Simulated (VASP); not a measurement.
Cu: single point with PBE

Cu:

```
Cu
1.0
    -1.40426    1.40426    1.34036
     1.40426   -1.40426    1.34036
     1.40426    1.40426   -1.34036
Cu
1
Direct
  0.00000 0.00000 0.00000
```

This cell differs from its parent crystal: volume scaled by 0.88, then relaxed in part.

* Program: VASP 6.6.1
* Task: single point
* Functional: PBE
* Potentials or basis: VASP PAW PBE potentials, release 64 (Cu)
* Cutoff: 520 eV
* k mesh: 20 × 20 × 20
* Occupations: gaussian, width 0.1 eV
* Spin: no spin polarisation

```json
{"Pressure": "25.3 GPa"}
```

Levels at points of the mesh, in eV from the Fermi level:
```
           k point  band 3  band 4  band 5  band 6  band 7  band 8  band 9  band 10
(0.00, 0.00, 0.00)   -3.43   -3.43   -2.45   -2.22   25.64   25.64   26.89    30.21
(0.50, 0.00, 0.00)   -2.35   -2.10   -1.45   -0.77    5.15   18.00   18.49    22.36
(0.50, 0.50, 0.00)   -2.53   -2.25   -1.48   -1.16    4.60   19.24   19.99    23.56
(0.50, 0.50, 0.50)   -1.67   -1.67   -1.62    8.07    8.07    9.98   13.94    14.70
```

Wall time 38 s on 1 thread of Intel(R) Xeon(R) 6975P-C (Granite Rapids) (shared host), peak memory 0.18 GiB.
